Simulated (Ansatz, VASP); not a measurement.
One calculation of Ag, two programs

```
Ag
1.0
    -1.27470    1.67827    1.67827
     1.67827   -1.27470    1.67827
     1.67827    1.67827   -1.27470
Ag
1
Direct
  0.00000 0.00000 0.00000
```

Alike in both runs: task single point; functional r2SCAN; k mesh 22 × 22 × 22; occupations gaussian, width 0.15 eV; no spin polarisation.

```csv
,VASP,Ansatz
version,VASP 6.6.1,Ansatz 0.2.0
potentials or method,"VASP PAW PBE potentials, release 64 (Ag), cutoff 520 eV","scalar-relativistic, plane waves, PAW"
valence electrons in the cell,11,19
```

|  | VASP | Ansatz | Ansatz less VASP |
| --- | --- | --- | --- |
| gap on the k mesh at the Fermi level (eV) | none | none | - |
| pressure (GPa) | 4.2 | 3.9 | -0.24 |
| traceless stress, the component that is largest in VASP (GPa) | -3.26 | -3.20 | +0.052 |

VASP's potentials were made for PBE, not for r2SCAN. A gap of «none» marks a metal or a gap that the smearing closes. The functional is the same, so the differences come from potentials, cutoffs and numerics. VASP's potentials hold 11 valence electrons a cell and Ansatz's 19, so a difference there can come from the potentials and not from the codes.
